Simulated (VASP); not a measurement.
# NaH (I4mm) in VASP: single point with LDA

Aim: the single point of NaH with LDA.

All numbers are computed with VASP 6.6.1; they aren't measurements. Logs are shortened: lines on timing, memory, paths and dates and some standing lists are left out, and cuts for length are marked.

## Step 1: The cell of the first run

It takes space group I4mm (No. 107, tetragonal). Conventional cell: a = 3.451 Å, b = 3.451 Å, c = 4.880 Å, α = 90.00°, β = 90.00°, γ = 90.00°. Within 3.1 Å of Na (site symmetry 4mm) lie 6 H at 2.33 to 2.55 Å. H (site symmetry 4mm) has 6 Na at 2.33 to 2.55 Å within 3.1 Å.

## Step 2: Single point, LDA (all Na atoms moved +0.113 Å, as atom 1 along Cartesian [0 1 0])

File INCAR:

```
ALGO = Normal
EDIFF = 1E-6
ENCUT = 520
GGA = CA
ISIF = 2
ISMEAR = 0
LASPH = T
LCHARG = F
LREAL = F
LWAVE = F
NBANDS = 11
NELM = 100
PREC = Accurate
SIGMA = 0.05
```

File KPOINTS:

```
k-points
0
Gamma
  8 8 8
```

File POSCAR:

```
NaH
1.0
    0.0000000000      2.4400000000      2.4400000000
    2.4400000000      0.0000000000      2.4400000000
    2.4400000000      2.4400000000      0.0000000000
Na H
1 1
Direct
    0.0230532787     -0.0230532787      0.0230532787
    0.5000000000      0.5000000000      0.5000000000
```

Potentials or basis: VASP PAW LDA potentials, release 64 (Na_pv, H).

Command:

```bash
$ cat potpaw_LDA.64/Na_pv/POTCAR potpaw_LDA.64/H/POTCAR > POTCAR
$ mpirun -np 1 vasp_std > vasp.out
```

OUTCAR:

```text
EDIFF = 1E-6
   ENCUT = 520
   GGA = CA
   ISIF = 2
   ISMEAR = 0
   LASPH = T
   LREAL = F
   NELM = 100
   PREC = Accurate

 ion  position               nearest neighbor table
   1  0.023  0.977  0.023-
   2  0.500  0.500  0.500-

  LATTYP: Found a face centered cubic cell.
 ALAT       =     4.8800000000

  Lattice vectors:

 A1 = (   0.0000000000,   2.4400000000,   2.4400000000)
 A2 = (   2.4400000000,   0.0000000000,   2.4400000000)
 A3 = (   2.4400000000,   2.4400000000,   0.0000000000)

Analysis of symmetry for initial positions (statically):
=====================================================================
 Subroutine PRICEL returns:
 Original cell was already a primitive cell.

 Routine SETGRP: Setting up the symmetry group for a
 face centered cubic supercell.

 Subroutine GETGRP returns: Found  8 space group operations
 (whereof  8 operations were pure point group operations)
 out of a pool of 48 trial point group operations.

The static configuration has the point symmetry C_4v.

Analysis of symmetry for dynamics (positions and initial velocities):
=====================================================================
 Subroutine PRICEL returns:
 Original cell was already a primitive cell.

 Routine SETGRP: Setting up the symmetry group for a
 face centered cubic supercell.

 Subroutine GETGRP returns: Found  8 space group operations
 (whereof  8 operations were pure point group operations)
 out of a pool of 48 trial point group operations.

The dynamic configuration has the point symmetry C_4v.

 Subroutine INISYM returns: Found  8 space group operations
 (whereof  8 operations are pure point group operations),
 and found     1 'primitive' translations

----------------------------------------------------------------------------------------

                                     Primitive cell

  volume of cell :      29.0536

  direct lattice vectors                    reciprocal lattice vectors
     0.000000000  2.440000000  2.440000000    -0.204918033  0.204918033  0.204918033
     2.440000000  0.000000000  2.440000000     0.204918033 -0.204918033  0.204918033
     2.440000000  2.440000000  0.000000000     0.204918033  0.204918033 -0.204918033

  length of vectors
     3.450681092  3.450681092  3.450681092     0.354928444  0.354928444  0.354928444

  position of ions in fractional coordinates (direct lattice)
     0.023053279  0.976946721  0.023053279
     0.500000000  0.500000000  0.500000000

  ion indices of the primitive-cell ions
   primitive index   ion index
                 1           1
                 2           2

----------------------------------------------------------------------------------------

 KPOINTS: k-points

Automatic generation of k-mesh.
 Grid dimensions read from file:
 generate k-points for:    8    8    8

 Generating k-lattice:

  Cartesian coordinates                     Fractional coordinates (reciprocal lattice)
    -0.025614754  0.025614754  0.025614754     0.125000000  0.000000000  0.000000000
     0.025614754 -0.025614754  0.025614754     0.000000000  0.125000000  0.000000000
     0.025614754  0.025614754 -0.025614754     0.000000000  0.000000000  0.125000000

  Length of vectors
     0.044366056  0.044366056  0.044366056

  Shift w.r.t. Gamma in fractional coordinates (k-lattice)
     0.000000000  0.000000000  0.000000000

 Subroutine IBZKPT returns following result:
 ===========================================

 Found     59 irreducible k-points:

 Following reciprocal coordinates:
            Coordinates               Weight
  0.000000  0.000000  0.000000      1.000000
  0.125000  0.000000  0.000000      8.000000
  0.250000  0.000000  0.000000      8.000000
  0.375000  0.000000  0.000000      8.000000
  0.500000  0.000000  0.000000      4.000000
  0.125000  0.125000  0.000000      4.000000
[... 16 lines left out ...]
  0.250000  0.000000  0.375000      8.000000
  0.500000  0.250000  0.000000     16.000000
 [... further k-points ...]
   k-points           NKPTS =     59   k-points in BZ     NKDIM =     59   number of bands    NBANDS=     11
   number of dos      NEDOS =    301   number of ions     NIONS =      2
   total plane-waves  NPLWV =  21952
   dimension x,y,z NGX =    28 NGY =   28 NGZ =   28
   dimension x,y,z NGXF=    56 NGYF=   56 NGZF=   56
   ions per type =               1   1
   NGX,Y,Z   is equivalent  to a cutoff of  13.49, 13.49, 13.49 a.u.
   NGXF,Y,Z  is equivalent  to a cutoff of  26.98, 26.98, 26.98 a.u.
 SYSTEM =  unknown system
   PREC   = accura    normal or accurate (medium, high low for compatibility)
   ISTART =      0    job   : 0-new  1-cont  2-samecut
   ICHARG =      2    charge: 1-file 2-atom 10-const
   ISPIN  =      1    spin polarized calculation?
   LNONCOLLINEAR =      F non collinear calculations
   LSORBIT =      F    spin-orbit coupling
   LASPH  =      T    aspherical Exc in radial PAW
   ENCUT  =  520.0 eV  38.22 Ry    6.18 a.u.   6.42  6.42  6.42*2*pi/ulx,y,z
   NELM   =    100;   NELMIN=  2; NELMDL= -5     # of ELM steps
   EDIFF  = 0.1E-05   stopping-criterion for ELM
   LREAL  =      F    real-space projection
   EDIFFG = 0.1E-04   stopping-criterion for IOM
   NSW    =      0    number of steps for IOM
   IBRION =     -1    ionic relax: 0-MD 1-quasi-New 2-CG
   NFREE  =      0    steps in history (QN), initial steepest desc. (CG)
   ISIF   =      2    stress and relaxation
   ISYM   =      2    0-nonsym 1-usesym 2-fastsym
   POTIM  = 0.5000    time-step for ionic-motion
   TEBEG  =    0.0;   TEEND  =   0.0 temperature during run
   PSTRESS=    0.0 pullay stress
   NELECT =       8.0000    total number of electrons
   NUPDOWN=      -1.0000    fix difference up-down
   EMIN   =  10.00;   EMAX   =-10.00  energy-range for DOS
   EFERMI =   0.00;   METHOD = LEGACY
   ISMEAR =     0;   SIGMA  =   0.05  broadening in eV -4-tet -1-fermi 0-gaus
   EFERMI_NEDOS =   21; number of points for ismear=-14 and -15
   IALGO  =     38    algorithm
   IMIX   =      4    mixing-type and parameters
     AMIX     =   0.40;   BMIX     =  1.00
     AMIX_MAG =   1.60;   BMIX_MAG =  1.00
  volume/ion in A,a.u.               =      14.53        98.03
  Fermi-wavevector in a.u.,A,eV,Ry     =   1.065054  2.012660 15.433636  1.134340
  Thomas-Fermi vector in A             =   2.200593
   LORBIT       =      0    0 simple, 1 ext, 2 COOP (PROOUT), +10 PAW based schemes
   GGA     = CA    functional components
   LHFCALC =     F    Hartree Fock is set to
   AEXX    =    0.0000 exact exchange contribution
   IVDW    =     0    specifies the selected vdW correction
   LEPSILON=     F    determine dielectric tensor
   LRPA    =     F    only Hartree local field effects (RPA)
 non-spin polarized calculation
 Gauss-broadening in eV      SIGMA  =   0.05
  energy-cutoff  :      520.00
  volume of cell :       29.05
 maximum number of plane-waves:       817
 NGX is ok and might be reduce to    28
   NGX = 13   NGY = 13   NGZ = 13

 number of electron       8.0000001 magnetization

 Free energy of the ion-electron system (eV)
  ---------------------------------------------------
  ext. energy  EPLUGINS =         0.00000000
  ---------------------------------------------------
  free energy    TOTEN  =        -5.37513933 eV

  energy without entropy =       -5.37513933  energy(sigma->0) =       -5.37513933

 E-fermi :  -0.9645     XC(G=0):  -8.1284

 val. band max:       -1.3060538154   @ k =  -0.2500   0.5000   0.2500
 cond. band min:       2.0551299323   @ k =   0.5000   0.0000   0.0000
 fundamental gap:      3.3611837477
 Fermi energy:        -0.9645224196

 k-point     1 :       0.0000    0.0000    0.0000
  band No.  band energies     occupation
      1     -23.5286      2.00000
      2     -23.5286      2.00000
      3     -23.5279      2.00000
      4      -5.0112      2.00000
      5       8.7959      0.00000
      6      13.6270      0.00000
      7      13.6270      0.00000
      8      13.6767      0.00000
      9      14.6307      0.00000
     10      14.6307      0.00000
     11      14.6333      0.00000

 k-point     2 :       0.1250    0.0000    0.0000
  band No.  band energies     occupation
      1     -23.5415      2.00000
      2     -23.5302      2.00000
      3     -23.5297      2.00000
      4      -4.7441      2.00000
      5       7.9002      0.00000
      6      11.1645      0.00000
      7      12.8905      0.00000
      8      12.9243      0.00000
      9      15.4654      0.00000
     10      15.5725      0.00000
     11      15.8067      0.00000

 k-point     3 :       0.2500    0.0000    0.0000
  band No.  band energies     occupation
      1     -23.5730      2.00000
      2     -23.5340      2.00000
      3     -23.5335      2.00000
      4      -3.9813      2.00000
      5       5.5595      0.00000
      6       9.7741      0.00000
      7      12.1532      0.00000
      8      12.1848      0.00000
      9      15.4334      0.00000
     10      15.4427      0.00000
     11      16.8121      0.00000

 k-point     4 :       0.3750    0.0000    0.0000
  band No.  band energies     occupation
      1     -23.6040      2.00000
      2     -23.5378      2.00000
      3     -23.5373      2.00000
      4      -2.8982      2.00000
      5       3.1974      0.00000
      6       9.2195      0.00000
      7      11.7260      0.00000
      8      11.7588      0.00000
      9      14.6102      0.00000
     10      14.6123      0.00000
     11      16.9745      0.00000
[... 239 lines left out ...]
 k-point    22 :       0.3750    0.2500    0.0000
  band No.  band energies     occupation
      1     -23.5885      2.00000
      2     -23.5506      2.00000
      3     -23.5480      2.00000
      4      -2.8698      2.00000
      5       4.6059      0.00000
      6       7.5692      0.00000
      7       9.6869      0.00000
      8      10.7609      0.00000
      9      12.7866      0.00000
     10      17.9902      0.00000
     11      19.3952      0.00000

 k-point    23 :       0.2500    0.0000    0.3750
  band No.  band energies     occupation
      1     -23.5881      2.00000
      2     -23.5507      2.00000
      3     -23.5484      2.00000
      4      -2.8704      2.00000
      5       4.6163      0.00000
      6       7.5687      0.00000
      7       9.6931      0.00000
      8      10.7573      0.00000
      9      12.7410      0.00000
     10      18.0352      0.00000
     11      19.3842      0.00000

 k-point    24 :       0.5000    0.2500    0.0000
  band No.  band energies     occupation
      1     -23.5999      2.00000
      2     -23.5614      2.00000
      3     -23.5488      2.00000
      4      -1.9728      2.00000
      5       3.3515      0.00000
      6       6.0435      0.00000
      7       9.7176      0.00000
      8      10.5766      0.00000
      9      14.9661      0.00000
     10      17.8967      0.00000
     11      18.3289      0.00000

 [... further k-points ...]

------------------------ aborting loop because EDIFF is reached ----------------------------------------

  FORCE on cell =-STRESS in cart. coord.  units (eV):
  Direction    XX          YY          ZZ          XY          YZ          ZX
  --------------------------------------------------------------------------------------
  -------------------------------------------------------------------------------------
  Total       -0.4882535     -0.4230820     -0.4882535     -0.0000000      0.0000000      0.0000000
  in kB      -26.9250497    -23.3311236    -26.9250497     -0.0000000      0.0000000      0.0000000
  external PRESSURE =     -25.7270743 kB  Pullay stress =       0.0000000 kB

 VOLUME and BASIS-vectors are now :
 -----------------------------------------------------------------------------
  energy-cutoff  :      520.00
  volume of cell :       29.05
      direct lattice vectors                 reciprocal lattice vectors
     0.000000000  2.440000000  2.440000000    -0.204918033  0.204918033  0.204918033
     2.440000000  0.000000000  2.440000000     0.204918033 -0.204918033  0.204918033
     2.440000000  2.440000000  0.000000000     0.204918033  0.204918033 -0.204918033

 POSITION                                       TOTAL-FORCE (eV/Angst)
 -----------------------------------------------------------------------------------
      2.44000      0.11250      2.44000         0.000000     -0.082155      0.000000
      2.44000      2.44000      2.44000         0.000000      0.082155      0.000000
 -----------------------------------------------------------------------------------
    total drift:                               -0.000000      0.000145     -0.000000

  FREE ENERGIE OF THE ION-ELECTRON SYSTEM (eV)
  ---------------------------------------------------
  free  energy   TOTEN  =        -5.3751393264 eV

  energy  without entropy=       -5.3751393264  energy(sigma->0) =       -5.37513933
```

Wall time 17 s (1 thread of Intel Xeon Platinum 8259CL at 2.50GHz (Skylake/Cascade Lake), shared host); peak memory 0.14 GiB.

Results:

```
Free energy            : -5.3751 eV
Pressure               : -2.6 GPa
Largest force          : 0.082 eV/Å
Band gap on the k mesh : 3.36 eV, indirect (least direct gap 4.26 eV)
```

Forces on the atoms (eV/Å):
```
Na   0.000 -0.082  0.000
H    0.000  0.082  0.000
```

Stress tensor (GPa, compression positive):
```
-2.69  0.00  0.00
 0.00 -2.33  0.00
 0.00  0.00 -2.69
```

Caveat: the cell differs from its parent crystal (all Na atoms moved +0.113 Å, as atom 1 along Cartesian [0 1 0]).
